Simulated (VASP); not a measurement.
# Be (P6_3/mmc) in VASP: settings compared

The runs below take Be through single point, with PBE+D3(BJ), PBE.

Program: VASP 6.6.1. These are calculated values, not measurements. Logs are shortened: lines on timing, memory, paths and dates and some standing lists are left out, and cuts for length are marked.

## Step 1: The cell of the first run

Symmetry: P6_3/mmc, No. 194, hexagonal system. The conventional cell has a = 2.265 Å, b = 2.265 Å, c = 3.574 Å, α = 90.00°, β = 90.00°, γ = 120.00°. Be (site symmetry -6m2) has 12 Be at 2.21 to 2.26 Å within 2.9 Å.

## Step 2: Single point, PBE+D3(BJ)

Input file INCAR:

```
SYSTEM = Be
ALGO = Normal ; EDIFF = 1E-6
ENCUT = 520 ; GGA = PE
ISIF = 2 ; ISMEAR = 0
IVDW = 12 ; LASPH = .True.
LCHARG = .False. ; LREAL = .False.
LWAVE = .False. ; NBANDS = 9
NELM = 80 ; PREC = Accurate
SIGMA = 0.1
```

Input file KPOINTS:

```
k-points
0
Gamma
  3 3 2
  0 0 0
```

Input file POSCAR:

```
Be
1.0
    2.2647826536      0.0000000000      0.0000000000
   -1.1323913268      1.9613593121      0.0000000000
    0.0000000000      0.0000000000      3.5741024600
Be
2
Direct
    0.3333333333      0.6666666667      0.7500000000
    0.6666666667      0.3333333333      0.2500000000
```

Potentials or basis: VASP PAW PBE potentials, release 64 (Be).

On the command line:

```
$ cat potpaw_PBE.64/Be/POTCAR > POTCAR
$ mpirun -np 1 vasp_std > vasp.out
```

OUTCAR:

```text
SYSTEM = Be
   EDIFF = 1E-6
   ENCUT = 520
   GGA = PE
   ISIF = 2
   ISMEAR = 0
   IVDW = 12
   LASPH = .True.
   LREAL = .False.
   NELM = 80
   PREC = Accurate
 IVDW          = 12

 ion  position               nearest neighbor table
   1  0.333  0.667  0.750-   2 2.21   2 2.21   2 2.21   2 2.21   2 2.21   2 2.21
   2  0.667  0.333  0.250-   1 2.21   1 2.21   1 2.21   1 2.21   1 2.21   1 2.21

  LATTYP: Found a hexagonal cell.
 ALAT       =     2.2647826536
 C/A-ratio  =     1.5781216155

  Lattice vectors:

 A1 = (   2.2647826536,   0.0000000000,   0.0000000000)
 A2 = (  -1.1323913268,   1.9613593121,   0.0000000000)
 A3 = (   0.0000000000,   0.0000000000,   3.5741024600)

Analysis of symmetry for initial positions (statically):
=====================================================================
 Subroutine PRICEL returns:
 Original cell was already a primitive cell.

 Routine SETGRP: Setting up the symmetry group for a
 hexagonal supercell.

 Subroutine GETGRP returns: Found 24 space group operations
 (whereof 12 operations were pure point group operations)
 out of a pool of 24 trial point group operations.

The static configuration has the point symmetry D_3d.
 The point group associated with its full space group is D_6h.

Analysis of symmetry for dynamics (positions and initial velocities):
=====================================================================
 Subroutine PRICEL returns:
 Original cell was already a primitive cell.

 Routine SETGRP: Setting up the symmetry group for a
 hexagonal supercell.

 Subroutine GETGRP returns: Found 24 space group operations
 (whereof 12 operations were pure point group operations)
 out of a pool of 24 trial point group operations.

The dynamic configuration has the point symmetry D_3d.
 The point group associated with its full space group is D_6h.

 Subroutine INISYM returns: Found 24 space group operations
 (whereof 12 operations are pure point group operations),
 and found     1 'primitive' translations

----------------------------------------------------------------------------------------

                                     Primitive cell

  volume of cell :      15.8764

  direct lattice vectors                    reciprocal lattice vectors
     2.264782654  0.000000000  0.000000000     0.441543474  0.254925243  0.000000000
    -1.132391327  1.961359312  0.000000000     0.000000000  0.509850487  0.000000000
     0.000000000  0.000000000  3.574102460     0.000000000  0.000000000  0.279790524

  length of vectors
     2.264782654  2.264782654  3.574102460     0.509850487  0.509850487  0.279790524

[... 68 lines left out ...]
   ISYM   =      2    0-nonsym 1-usesym 2-fastsym
   POTIM  = 0.5000    time-step for ionic-motion
   TEBEG  =    0.0;   TEEND  =   0.0 temperature during run
   PSTRESS=    0.0 pullay stress
   NELECT =       4.0000    total number of electrons
   NUPDOWN=      -1.0000    fix difference up-down
   EMIN   =  10.00;   EMAX   =-10.00  energy-range for DOS
   EFERMI =   0.00;   METHOD = LEGACY
   ISMEAR =     0;   SIGMA  =   0.10  broadening in eV -4-tet -1-fermi 0-gaus
   EFERMI_NEDOS =   21; number of points for ismear=-14 and -15
   IALGO  =     38    algorithm
   IMIX   =      4    mixing-type and parameters
     AMIX     =   0.40;   BMIX     =  1.00
     AMIX_MAG =   1.60;   BMIX_MAG =  1.00
  volume/ion in A,a.u.               =       7.94        53.57
  Fermi-wavevector in a.u.,A,eV,Ry     =   1.033978  1.953935 14.546129  1.069110
  Thomas-Fermi vector in A             =   2.168251
   LORBIT       =      0    0 simple, 1 ext, 2 COOP (PROOUT), +10 PAW based schemes
   GGA     = PE    functional components
   LHFCALC =     F    Hartree Fock is set to
   AEXX    =    0.0000 exact exchange contribution
   IVDW    =    12    specifies the selected vdW correction
   LEPSILON=     F    determine dielectric tensor
   LRPA    =     F    only Hartree local field effects (RPA)
 non-spin polarized calculation
 Gauss-broadening in eV      SIGMA  =   0.10
  energy-cutoff  :      520.00
  volume of cell :       15.88
 maximum number of plane-waves:       446
 NGX is ok and might be reduce to    18
   NGX =  9   NGY =  9   NGZ = 13

 number of electron       4.0000000 magnetization

 Free energy of the ion-electron system (eV)
  ---------------------------------------------------
  ext. energy  EPLUGINS =         0.00000000
  ---------------------------------------------------
  free energy    TOTEN  =        -6.22444075 eV

  energy without entropy =       -6.20730049  energy(sigma->0) =       -6.21587062

 E-fermi :   6.7417     XC(G=0): -10.5814

 val. band max:        6.7112308949   @ k =   0.3333   0.0000   0.0000
 cond. band min:       7.3429867547   @ k =   0.3333   0.3333   0.5000
 fundamental gap:      0.6317558598
 Fermi energy:         6.7416879143

 k-point     1 :       0.0000    0.0000    0.0000
  band No.  band energies     occupation
      1      -4.3255      2.00000
      2       2.5796      2.00000
      3       8.0413      0.00000
      4      23.0098      0.00000
      5      23.0098      0.00000
      6      25.8212      0.00000
      7      25.8212      0.00000
      8      27.8370      0.00000
      9      34.0542      0.00000
[... 49 lines left out ...]
 k-point     6 :       0.3333    0.3333    0.5000
  band No.  band energies     occupation
      1       5.9057      2.00000
      2       5.9057      2.00000
      3       7.3430      0.00000
      4       7.3430      0.00000
      5      13.3045      0.00000
      6      13.3045      0.00000
      7      23.2061      0.00000
      8      23.2061      0.00000
      9      31.0601      0.00000

------------------------ aborting loop because EDIFF is reached ----------------------------------------

 Edisp (eV)   -0.70720

 E8    (eV) :    -0.2449

  FORCE on cell =-STRESS in cart. coord.  units (eV):
  Direction    XX          YY          ZZ          XY          YZ          ZX
  --------------------------------------------------------------------------------------
  -------------------------------------------------------------------------------------
  Total       1.04649     1.04649    -1.53783    -0.00000     0.00000     0.00000
  in kB     105.60718   105.60718  -155.19210    -0.00000     0.00000     0.00000
  external pressure =       18.67 kB  Pullay stress =        0.00 kB

 VOLUME and BASIS-vectors are now :
 -----------------------------------------------------------------------------
  energy-cutoff  :      520.00
  volume of cell :       15.88
      direct lattice vectors                 reciprocal lattice vectors
     2.264782654  0.000000000  0.000000000     0.441543474  0.254925243  0.000000000
    -1.132391327  1.961359312  0.000000000     0.000000000  0.509850487  0.000000000
     0.000000000  0.000000000  3.574102460     0.000000000  0.000000000  0.279790524

 POSITION                                       TOTAL-FORCE (eV/Angst)
 -----------------------------------------------------------------------------------
     -0.00000      1.30757      2.68058        -0.000000      0.000000      0.000000
      1.13239      0.65379      0.89353         0.000000     -0.000000      0.000000
 -----------------------------------------------------------------------------------
    total drift:                                0.000000     -0.000000     -0.000000

  FREE ENERGIE OF THE ION-ELECTRON SYSTEM (eV)
  ---------------------------------------------------
  free  energy   TOTEN  =        -6.9316402648 eV

  energy  without entropy=       -6.9145000071  energy(sigma->0) =       -6.92307014
```

OSZICAR:

```text
N       E                     dE             d eps       ncg     rms          rms(c)
DAV:   1    -0.192239833263E+01   -0.19224E+01   -0.20226E+03   108   0.396E+02
DAV:   2    -0.618700123860E+01   -0.42646E+01   -0.40809E+01   147   0.468E+01
DAV:   3    -0.630466143443E+01   -0.11766E+00   -0.11739E+00   138   0.490E+00
DAV:   4    -0.630480656704E+01   -0.14513E-03   -0.14513E-03   125   0.172E-01
DAV:   5    -0.630480669889E+01   -0.13185E-06   -0.13219E-06   127   0.553E-03    0.150E+00
DAV:   6    -0.624795507973E+01    0.56852E-01   -0.76735E-03   129   0.814E-01    0.920E-01
DAV:   7    -0.622448553191E+01    0.23470E-01   -0.90603E-03   121   0.857E-01    0.276E-02
DAV:   8    -0.622444836651E+01    0.37165E-04   -0.23437E-05   122   0.416E-02    0.116E-02
DAV:   9    -0.622444100209E+01    0.73644E-05   -0.61688E-06   122   0.233E-02    0.105E-03
DAV:  10    -0.622444075272E+01    0.24937E-06   -0.78280E-09    63   0.786E-04
   1 F= -.69316403E+01 E0= -.69230701E+01  d E =-.171403E-01
```

It took 2.1 s on 1 thread of Intel Xeon Platinum 8259CL at 2.50GHz (Skylake/Cascade Lake), shared host; peak memory 0.13 GiB.

Results:

| Quantity | Value |
| --- | --- |
| Free energy | -6.9316 eV |
| Pressure | 1.9 GPa |
| Band gap on the k mesh | zero (band 2 reaches 6.71 eV, above the bottom of band 3 at 6.02 eV) |
| Dispersion energy per atom | -0.354 eV |

Levels at points of the mesh, in eV from the Fermi level:
```
           k point  band 1  band 2  band 3  band 4  band 5  band 6  band 7
(0.00, 0.00, 0.00)  -11.07   -4.16    1.30   16.27   16.27   19.08   19.08
(0.00, 0.00, 0.50)   -8.91   -8.91   10.87   10.87   17.90   17.90   17.90
```

Caveat: the k points lie up to 1.07 Å⁻¹ apart; three body term missing; pairwise dispersion overbinds metals, which lowers pressure and volume.

## Step 3: Single point, PBE

Input file INCAR:

```
ALGO     = Normal         # electronic algorithm
EDIFF    = 1E-6           # SCF threshold, eV
ENCUT    = 520            # plane-wave cutoff, eV
GGA      = PE             # functional
ISIF     = 2              # what is computed and relaxed
ISMEAR   = 0              # smearing method
LASPH    = T              # aspherical terms in the spheres
LCHARG   = F              # write CHGCAR
LREAL    = F              # projectors in reciprocal space
LWAVE    = F              # write WAVECAR
NBANDS   = 9              # bands
NELM     = 80             # most SCF steps
PREC     = Accurate       # precision mode
SIGMA    = 0.1            # smearing width, eV
```

Input file KPOINTS:

```
k-points
0
Gamma
  5 5 3
```

POSCAR is that of step 2.

Potentials or basis: VASP PAW PBE potentials, release 64 (Be).

On the command line:

```
$ cat potpaw_PBE.64/Be/POTCAR > POTCAR
$ mpirun -np 1 vasp_std > vasp.out
```

Wall time 2.4 s (1 thread of Intel Xeon Platinum 8259CL at 2.50GHz (Skylake/Cascade Lake), shared host); peak memory 0.12 GiB.

The run converged, but its numbers aren't listed here, since they failed a check.

Caveat: the k points lie up to 0.64 Å⁻¹ apart; the mesh shows a gap though the element is a metal.

## Step 4: Single point, PBE

Input file INCAR:

```
PREC = Accurate
ENCUT = 520
EDIFF = 1E-7
ISMEAR = 0
SIGMA = 0.1
LREAL = F
LASPH = T
NELM = 60
ALGO = Normal
ISIF = 2
LWAVE = F
LCHARG = F
GGA = PE
ISYM = 0
NBANDS = 9
```

Input file KPOINTS:

```
Automatic mesh
0
Gamma
  7 9 1
```

POSCAR is that of step 3.

On the command line:

```
$ cat potpaw_PBE.64/Be/POTCAR > POTCAR
$ mpirun -np 1 vasp_std > vasp.out
```

It took 4.6 s on 1 thread of Intel Xeon Platinum 8259CL at 2.50GHz (Skylake/Cascade Lake), shared host; peak memory 0.12 GiB.

It converged, with:

- Free energy: -5.2165 eV
- Pressure: 14.2 GPa
- Largest force: 0.060 eV/Å
- Band gap on the k mesh: zero (band 2 reaches 7.69 eV, above the bottom of band 3 at 7.08 eV)

Forces in eV/Å, atoms in the order of the input:
```
Be   0.026 -0.054  0.000
Be  -0.026  0.054  0.000
```

Stress tensor (GPa, compression positive):
```
24.58  1.03  0.00
 1.03 16.52  0.00
 0.00  0.00  1.59
```

Levels at points of the mesh, in eV from the Fermi level:
```csv
k point,band 1,band 2,band 3,band 4,band 5,band 6
"(0.00, 0.00, 0.00)",-11.77,-4.86,0.60,15.55,15.56,18.37
```

Caveat: the k points lie up to 1.76 Å⁻¹ apart.

## Step 5: Single point, PBE

This run uses another cell than the first one, of 6.76 Å³/atom, 0.852 times its volume.

Input file INCAR:

```
SYSTEM = Be
  PREC = Accurate
  ENCUT = 520
  EDIFF = 1E-6
  ISMEAR = -4
  SIGMA = 0.1
  LREAL = .FALSE.
  LASPH = .TRUE.
  NELM = 80
  ALGO = Normal
  ISIF = 2
  LWAVE = .FALSE.
  LCHARG = .TRUE.
  GGA = PE
  LELF = .TRUE.
  LVHAR = .TRUE.
  NBANDS = 9
```

Input file KPOINTS:

```
Automatic mesh
0
G
  9 9 6
  0 0 0
```

Input file POSCAR:

```
Be
1.0
    2.1470379866      0.0000000000      0.0000000000
   -1.0735189933      1.8593894393      0.0000000000
    0.0000000000      0.0000000000      3.3882870559
Be
2
Direct
    0.3333333333      0.6666666667      0.7500000000
    0.6666666667      0.3333333333      0.2500000000
```

On the command line:

```
$ cat potpaw_PBE.64/Be/POTCAR > POTCAR
$ mpirun -np 1 vasp_std > vasp.out
```

Wall time 4.3 s (1 thread of Intel Xeon Platinum 8259CL at 2.50GHz (Skylake/Cascade Lake), shared host); peak memory 0.12 GiB.

Results (log left out):

| Item | Value |
| --- | --- |
| Free energy | -7.3299 eV |
| Pressure | 25.4 GPa |
| Band gap on the k mesh | zero (band 2 reaches 9.46 eV, above the bottom of band 3 at 7.15 eV) |

Stress tensor (GPa, compression positive):
```
23.96  0.00  0.00
 0.00 23.96  0.00
 0.00  0.00 28.14
```

Levels at points of the mesh, in eV from the Fermi level:
| k point | band 1 | band 2 | band 3 | band 4 | band 5 | band 6 | band 7 |
| --- | --- | --- | --- | --- | --- | --- | --- |
| (0.00, 0.00, 0.00) | -12.07 | -4.90 | 1.80 | 18.27 | 18.27 | 21.43 | 21.43 |
| (0.00, 0.00, 0.50) | -9.79 | -9.79 | 12.16 | 12.16 | 20.15 | 20.15 | 20.15 |

Caveat: the k points lie up to 0.38 Å⁻¹ apart.

## Step 6: Overview

| level | cell | k mesh | smearing | gap on the mesh (eV) | pressure (GPa) |
| --- | --- | --- | --- | --- | --- |
| PBE+D3(BJ) | a = 2.265, b = 2.265, c = 3.574 Å, angles 90.0, 90.0, 120.0°, 2 atoms | 3 × 3 × 2 | gaussian 0.1 eV | none | 1.9 |
| PBE | a = 2.265, b = 2.265, c = 3.574 Å, angles 90.0, 90.0, 120.0°, 2 atoms | 7 × 9 × 1 | gaussian 0.1 eV | none | 14.2 |
| PBE | a = 2.147, b = 2.147, c = 3.388 Å, angles 90.0, 90.0, 120.0°, 2 atoms | 9 × 9 × 6 | tetrahedron | none | 25.4 |

Alike in all rows: task single point; potentials or basis VASP PAW PBE potentials, release 64 (Be); no spin polarisation; cutoff (eV) 520.

Caveats: all runs use coarse meshes; three body term missing (some runs); pairwise dispersion overbinds metals, which lowers pressure and volume (some runs).

Total energies depend on the potentials used, so only differences within one code and one set of settings carry meaning.
